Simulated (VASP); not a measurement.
Runs of VASP 6.6.1 on ZrB. The structure is that of space group Pmm2 (No. 25), or close to it. The cells are those of the table. 

```tsv
cell	k mesh	gap on the mesh (eV)	moment (μB)	largest force (eV/Å)
a = 10.000, b = 9.300, c = 2.894 Å, 2 atoms	1 × 1 × 16	none	0.12	(a)
a = 11.000, b = 9.300, c = 2.339 Å, 2 atoms	1 × 1 × 27	none	0.31	0.62
a = 9.000, b = 9.300, c = 4.414 Å, 2 atoms	1 × 1 × 15	none	0.73	1.31
a = 10.000, b = 9.300, c = 3.972 Å, 2 atoms	1 × 1 × 16	none	(b)	0.07
```

Alike in all rows: task single point; level PBE; potentials or basis VASP PAW PBE potentials, release 64 (Zr_sv, B); spin collinear, ferromagnetic start; cutoff (eV) 520; smearing gaussian 0.05 eV.

Estimate the missing entries.

(a) 0.02; (b) 0.14.

A k mesh can miss the band edges, and the runs leave out spin-orbit coupling on Zr.

A gap of «none» marks levels without a gap at the run's occupations.
